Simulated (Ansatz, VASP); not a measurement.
NaH: VASP beside Ansatz

```
Na H
1.0
     0.00000    2.39703    2.27119
     2.39703    0.00000    2.27119
     2.39703    2.39703    0.00000
Na H
1 1
Direct
  0.00000 0.00000 0.00000
  0.50000 0.50000 0.50000
```

Change from the starting cell: engineering shear strain xy +0.0000, normal strain along z -0.0525.

Alike in both runs: task single point; functional r2SCAN; k mesh 8 × 8 × 8; occupations fermi-dirac, width 0.2 eV; no spin polarisation.

```csv
,VASP,Ansatz
version,VASP 6.6.1,Ansatz 0.2.0
potentials or method,"VASP PAW PBE potentials, release 64 (Na_pv, H), cutoff 520 eV","scalar-relativistic, plane waves, PAW"
valence electrons in the cell,8,10
```

|  | VASP | Ansatz | Ansatz less VASP |
| --- | --- | --- | --- |
| gap on the k mesh at the Fermi level (eV) | 4.50 | 4.48 | -0.016 |
| least direct gap on the mesh (eV) | 5.38 | 5.39 | +0.005 |
| pressure (GPa) | 1.3 | 1.6 | +0.33 |
| traceless stress, the component that is largest in VASP (GPa) | 1.83 | 1.76 | -0.065 |

VASP's potentials were made for PBE, not for r2SCAN. VASP's potentials hold 8 valence electrons a cell and Ansatz's 10, so a difference there can come from the potentials and not from the codes.
